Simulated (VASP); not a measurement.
# Rb3Tl (Fm-3m) in VASP: single point with LDA

Aim: the single point of Rb3Tl with LDA.

Program: VASP 6.6.1. These are calculated values, not measurements. Logs are shortened: lines on timing, memory, paths and dates and some standing lists are left out, and cuts for length are marked.

### 1 The cell of the first run

The structure is cubic, space group Fm-3m (No. 225). Conventional cell: a = 9.825 Å, b = 9.825 Å, c = 9.825 Å, α = 90.00°, β = 90.00°, γ = 90.00°. Rb (site symmetry -43m) has 10 Rb at 4.25 to 4.91 Å and 4 Tl at 4.25 Å within 5.6 Å. Rb (site symmetry m-3m) has 8 Rb at 4.25 Å and 6 Tl at 4.91 Å within 5.6 Å. Within 5.6 Å of Tl (site symmetry m-3m) lie 14 Rb at 4.25 to 4.91 Å.

### 2 Single point, LDA, collinear spin

INCAR reads:

```
SYSTEM = Rb3Tl
  PREC = Accurate
  ENCUT = 520
  EDIFF = 1E-7
  ISMEAR = 0
  SIGMA = 0.1
  LREAL = .False.
  LASPH = .True.
  NELM = 150
  ALGO = Normal
  ISIF = 2
  LWAVE = .False.
  LCHARG = .False.
  ISPIN = 2
  MAGMOM = 0.2 0.2 0.2 0.2
  LORBIT = 11
  GGA = CA
  NBANDS = 32
```

KPOINTS reads:

```
Automatic mesh
0
Gamma
  4 4 4
  0 0 0
```

POSCAR reads:

```
Rb3Tl
1.0
    0.0000000000      4.9123180000      4.9123180000
    4.9123180000      0.0000000000      4.9123180000
    4.9123180000      4.9123180000      0.0000000000
Rb Tl
3 1
Direct
    0.2500000000      0.2500000000      0.2500000000
    0.7500000000      0.7500000000      0.7500000000
    0.5000000000      0.5000000000      0.5000000000
    0.0000000000      0.0000000000      0.0000000000
```

Potentials or basis: VASP PAW LDA potentials, release 64 (Rb_sv, Tl_d).

Command:

```sh
$ cat potpaw_LDA.64/Rb_sv/POTCAR potpaw_LDA.64/Tl_d/POTCAR > POTCAR
$ mpirun -np 1 vasp_std > vasp.out
```

OUTCAR:

```text
SYSTEM = Rb3Tl
   PREC = Accurate
   ENCUT = 520
   EDIFF = 1E-7
   ISMEAR = 0
   LREAL = .False.
   LASPH = .True.
   NELM = 150
   ISIF = 2
   ISPIN = 2
   LORBIT = 11
   GGA = CA

 ion  position               nearest neighbor table
   1  0.250  0.250  0.250-   3 4.25   4 4.25   4 4.25   4 4.25   4 4.25   3 4.25   3 4.25   3 4.25
                             2 4.91   2 4.91   2 4.91   2 4.91   2 4.91   2 4.91
   2  0.750  0.750  0.750-   3 4.25   4 4.25   3 4.25   3 4.25   3 4.25   4 4.25   4 4.25   4 4.25
                             1 4.91   1 4.91   1 4.91   1 4.91   1 4.91   1 4.91
   3  0.500  0.500  0.500-   1 4.25   2 4.25   1 4.25   1 4.25   1 4.25   2 4.25   2 4.25   2 4.25
                             4 4.91   4 4.91   4 4.91   4 4.91   4 4.91   4 4.91
   4  0.000  0.000  0.000-   1 4.25   2 4.25   2 4.25   2 4.25   2 4.25   1 4.25   1 4.25   1 4.25
                             3 4.91   3 4.91   3 4.91   3 4.91   3 4.91   3 4.91

  LATTYP: Found a face centered cubic cell.
 ALAT       =     9.8246360000

  Lattice vectors:

 A1 = (   0.0000000000,   4.9123180000,   4.9123180000)
 A2 = (   4.9123180000,   0.0000000000,   4.9123180000)
 A3 = (   4.9123180000,   4.9123180000,   0.0000000000)

Analysis of symmetry for initial positions (statically):
=====================================================================
 Subroutine PRICEL returns:
 Original cell was already a primitive cell.

 Routine SETGRP: Setting up the symmetry group for a
 face centered cubic supercell.

 Subroutine GETGRP returns: Found 48 space group operations
 (whereof 48 operations were pure point group operations)
 out of a pool of 48 trial point group operations.

The static configuration has the point symmetry O_h .

Analysis of symmetry for dynamics (positions and initial velocities):
=====================================================================
 Subroutine PRICEL returns:
 Original cell was already a primitive cell.

 Routine SETGRP: Setting up the symmetry group for a
 face centered cubic supercell.

 Subroutine GETGRP returns: Found 48 space group operations
 (whereof 48 operations were pure point group operations)
 out of a pool of 48 trial point group operations.

The dynamic configuration has the point symmetry O_h .

Analysis of structural, dynamic, and magnetic symmetry:
=====================================================================
 Subroutine PRICEL returns:
 Original cell was already a primitive cell.

 Routine SETGRP: Setting up the symmetry group for a
 face centered cubic supercell.

 Subroutine GETGRP returns: Found 48 space group operations
 (whereof 48 operations were pure point group operations)
 out of a pool of 48 trial point group operations.

The overall configuration has the point symmetry O_h .

 Subroutine INISYM returns: Found 48 space group operations
 (whereof 48 operations are pure point group operations),
 and found     1 'primitive' translations

----------------------------------------------------------------------------------------

                                     Primitive cell

  volume of cell :     237.0770

  direct lattice vectors                    reciprocal lattice vectors
     0.000000000  4.912318000  4.912318000    -0.101784941  0.101784941  0.101784941
     4.912318000  0.000000000  4.912318000     0.101784941 -0.101784941  0.101784941
     4.912318000  4.912318000  0.000000000     0.101784941  0.101784941 -0.101784941

  length of vectors
     6.947066738  6.947066738  6.947066738     0.176296690  0.176296690  0.176296690

  position of ions in fractional coordinates (direct lattice)
     0.250000000  0.250000000  0.250000000
     0.750000000  0.750000000  0.750000000
     0.500000000  0.500000000  0.500000000
     0.000000000  0.000000000  0.000000000

  ion indices of the primitive-cell ions
   primitive index   ion index
                 1           1
                 2           2
                 3           3
                 4           4

----------------------------------------------------------------------------------------

 KPOINTS: Automatic mesh

Automatic generation of k-mesh.
 Grid dimensions read from file:
 generate k-points for:    4    4    4

 Generating k-lattice:

  Cartesian coordinates                     Fractional coordinates (reciprocal lattice)
    -0.025446235  0.025446235  0.025446235     0.250000000  0.000000000  0.000000000
     0.025446235 -0.025446235  0.025446235     0.000000000  0.250000000  0.000000000
     0.025446235  0.025446235 -0.025446235     0.000000000  0.000000000  0.250000000

  Length of vectors
     0.044074173  0.044074173  0.044074173

  Shift w.r.t. Gamma in fractional coordinates (k-lattice)
     0.000000000  0.000000000  0.000000000

 Subroutine IBZKPT returns following result:
 ===========================================

 Found      8 irreducible k-points:

 Following reciprocal coordinates:
            Coordinates               Weight
  0.000000  0.000000  0.000000      1.000000
  0.250000  0.000000  0.000000      8.000000
  0.500000  0.000000  0.000000      4.000000
  0.250000  0.250000  0.000000      6.000000
  0.500000  0.250000  0.000000     24.000000
 -0.250000  0.250000  0.000000     12.000000
  0.500000  0.500000  0.000000      3.000000
 -0.250000  0.500000  0.250000      6.000000
   k-points           NKPTS =      8   k-points in BZ     NKDIM =      8   number of bands    NBANDS=     32
   number of dos      NEDOS =    301   number of ions     NIONS =      4
   total plane-waves  NPLWV = 157464
   dimension x,y,z NGX =    54 NGY =   54 NGZ =   54
   dimension x,y,z NGXF=   108 NGYF=  108 NGZF=  108
   ions per type =               3   1
   NGX,Y,Z   is equivalent  to a cutoff of  12.92, 12.92, 12.92 a.u.
   NGXF,Y,Z  is equivalent  to a cutoff of  25.84, 25.84, 25.84 a.u.
 SYSTEM =  Rb3Tl
   PREC   = accura    normal or accurate (medium, high low for compatibility)
   ISTART =      0    job   : 0-new  1-cont  2-samecut
   ICHARG =      2    charge: 1-file 2-atom 10-const
   ISPIN  =      2    spin polarized calculation?
   LNONCOLLINEAR =      F non collinear calculations
   LSORBIT =      F    spin-orbit coupling
   LASPH  =      T    aspherical Exc in radial PAW
   ENCUT  =  520.0 eV  38.22 Ry    6.18 a.u.  12.92 12.92 12.92*2*pi/ulx,y,z
   NELM   =    150;   NELMIN=  2; NELMDL= -5     # of ELM steps
   EDIFF  = 0.1E-06   stopping-criterion for ELM
   LREAL  =      F    real-space projection
   EDIFFG = 0.1E-05   stopping-criterion for IOM
   NSW    =      0    number of steps for IOM
   IBRION =     -1    ionic relax: 0-MD 1-quasi-New 2-CG
   NFREE  =      0    steps in history (QN), initial steepest desc. (CG)
   ISIF   =      2    stress and relaxation
   ISYM   =      2    0-nonsym 1-usesym 2-fastsym
   POTIM  = 0.5000    time-step for ionic-motion
   TEBEG  =    0.0;   TEEND  =   0.0 temperature during run
   PSTRESS=    0.0 pullay stress
   NELECT =      40.0000    total number of electrons
   NUPDOWN=      -1.0000    fix difference up-down
   EMIN   =  10.00;   EMAX   =-10.00  energy-range for DOS
   EFERMI =   0.00;   METHOD = LEGACY
   ISMEAR =     0;   SIGMA  =   0.10  broadening in eV -4-tet -1-fermi 0-gaus
   EFERMI_NEDOS =   21; number of points for ismear=-14 and -15
   IALGO  =     38    algorithm
   IMIX   =      4    mixing-type and parameters
     AMIX     =   0.40;   BMIX     =  1.00
     AMIX_MAG =   1.60;   BMIX_MAG =  1.00
  volume/ion in A,a.u.               =      59.27       399.97
  Fermi-wavevector in a.u.,A,eV,Ry     =   0.904618  1.709479 11.134096  0.818333
  Thomas-Fermi vector in A             =   2.028086
   LORBIT       =     11    0 simple, 1 ext, 2 COOP (PROOUT), +10 PAW based schemes
   GGA     = CA    functional components
   LHFCALC =     F    Hartree Fock is set to
   AEXX    =    0.0000 exact exchange contribution
   IVDW    =     0    specifies the selected vdW correction
   LEPSILON=     F    determine dielectric tensor
   LRPA    =     F    only Hartree local field effects (RPA)
 spin polarized calculation
 Gauss-broadening in eV      SIGMA  =   0.10
  energy-cutoff  :      520.00
  volume of cell :      237.08
 maximum number of plane-waves:      6407
 NGX is ok and might be reduce to    54
   NGX = 25   NGY = 25   NGZ = 25

 number of electron      39.9999998 magnetization       0.4400227

 Free energy of the ion-electron system (eV)
  ---------------------------------------------------
  ext. energy  EPLUGINS =         0.00000000
  ---------------------------------------------------
  free energy    TOTEN  =        -5.82015051 eV

  energy without entropy =       -5.78410533  energy(sigma->0) =       -5.80212792

 E-fermi :   0.9674     XC(G=0):  -6.9719

 val. band max:        0.9549457185   @ k =  -0.2500   0.2500   0.0000
 cond. band min:       0.9861614909   @ k =   0.5000   0.2500   0.0000
 fundamental gap:      0.0312157724
 Fermi energy:         0.9674321685

 spin component 1

 k-point     1 :       0.0000    0.0000    0.0000
  band No.  band energies     occupation
      1     -27.8896      1.00000
      2     -27.4516      1.00000
      3     -27.4463      1.00000
      4     -12.0691      1.00000
      5     -12.0691      1.00000
      6     -12.0691      1.00000
[... 269 lines left out ...]
     31       4.9766      0.00000
     32       5.2428      0.00000
 Fermi energy:         0.9674321685

 spin component 2

 k-point     1 :       0.0000    0.0000    0.0000
  band No.  band energies     occupation
      1     -27.8869      1.00000
      2     -27.4459      1.00000
      3     -27.4406      1.00000
      4     -12.0643      1.00000
      5     -12.0643      1.00000
      6     -12.0643      1.00000
[... 269 lines left out ...]
     31       5.0226      0.00000
     32       5.2974      0.00000

------------------------ aborting loop because EDIFF is reached ----------------------------------------

  FORCE on cell =-STRESS in cart. coord.  units (eV):
  Direction    XX          YY          ZZ          XY          YZ          ZX
  --------------------------------------------------------------------------------------
  -------------------------------------------------------------------------------------
  Total       -1.3449468     -1.3449468     -1.3449468     -0.0000000      0.0000000     -0.0000000
  in kB       -9.0892132     -9.0892132     -9.0892132     -0.0000000      0.0000000     -0.0000000
  external PRESSURE =      -9.0892132 kB  Pullay stress =       0.0000000 kB

 VOLUME and BASIS-vectors are now :
 -----------------------------------------------------------------------------
  energy-cutoff  :      520.00
  volume of cell :      237.08
      direct lattice vectors                 reciprocal lattice vectors
     0.000000000  4.912318000  4.912318000    -0.101784941  0.101784941  0.101784941
     4.912318000  0.000000000  4.912318000     0.101784941 -0.101784941  0.101784941
     4.912318000  4.912318000  0.000000000     0.101784941  0.101784941 -0.101784941

 POSITION                                       TOTAL-FORCE (eV/Angst)
 -----------------------------------------------------------------------------------
      2.45616      2.45616      2.45616         0.000000      0.000000     -0.000000
      7.36848      7.36848      7.36848        -0.000000     -0.000000      0.000000
      4.91232      4.91232      4.91232         0.000000     -0.000000     -0.000000
      0.00000      0.00000      0.00000         0.000000     -0.000000     -0.000000
 -----------------------------------------------------------------------------------
    total drift:                                0.000000      0.000000     -0.000000

  FREE ENERGIE OF THE ION-ELECTRON SYSTEM (eV)
  ---------------------------------------------------
  free  energy   TOTEN  =        -5.8201505056 eV

  energy  without entropy=       -5.7841053350  energy(sigma->0) =       -5.80212792

 total charge

# of ion       s       p       d       tot
------------------------------------------
    1        1.967   5.303   0.013   7.283
    2        1.967   5.303   0.013   7.283
    3        1.966   5.304   0.013   7.283
    4        1.169   0.374   9.616  11.159
--------------------------------------------------
tot          7.068  16.285   9.656  33.009

 magnetization (x)

# of ion       s       p       d       tot
------------------------------------------
    1       -0.001   0.003   0.003   0.006
    2       -0.001   0.003   0.003   0.006
    3       -0.001   0.001   0.003   0.003
    4       -0.002   0.078  -0.002   0.073
--------------------------------------------------
tot         -0.005   0.085   0.008   0.089
```

Wall time 5 min (1 thread of Intel Xeon 8259CL, shared host); peak memory 0.37 GiB.

Results:

* Free energy: -5.8202 eV
* Pressure: -0.9 GPa
* Net moment: 0.44 μB per cell
* Site moments: Rb +0.01, +0.00 (each value once); Tl +0.07 μB
* Valence electrons inside the program's atomic spheres: Rb 7.28; Tl 11.16

Levels at points of the mesh, in eV from the Fermi level:
Spin up:
| k point | band 15 | band 16 | band 17 | band 18 | band 19 | band 20 | band 21 | band 22 | band 23 | band 24 |
| --- | --- | --- | --- | --- | --- | --- | --- | --- | --- | --- |
| (0.00, 0.00, 0.00) | -11.57 | -11.57 | -11.57 | -6.26 | -0.79 | 0.09 | 0.09 | 0.09 | 1.58 | 1.58 |
| (0.50, 0.00, 0.00) | -11.58 | -11.57 | -11.57 | -6.13 | -1.43 | -0.01 | -0.01 | 0.79 | 1.80 | 2.02 |
| (0.50, 0.50, 0.00) | -11.58 | -11.58 | -11.58 | -6.11 | -1.18 | 0.05 | 0.05 | 0.17 | 0.69 | 2.56 |
Spin down:
| k point | band 15 | band 16 | band 17 | band 18 | band 19 | band 20 | band 21 | band 22 | band 23 | band 24 |
| --- | --- | --- | --- | --- | --- | --- | --- | --- | --- | --- |
| (0.00, 0.00, 0.00) | -11.55 | -11.55 | -11.55 | -6.14 | -0.74 | 0.22 | 0.22 | 0.22 | 1.64 | 1.64 |
| (0.50, 0.00, 0.00) | -11.55 | -11.55 | -11.55 | -6.01 | -1.34 | 0.11 | 0.11 | 0.84 | 1.84 | 2.08 |
| (0.50, 0.50, 0.00) | -11.55 | -11.55 | -11.55 | -5.99 | -1.08 | 0.17 | 0.17 | 0.22 | 0.75 | 2.62 |

Caveat: spin-orbit coupling is left out, which moves the levels of the heavy elements.
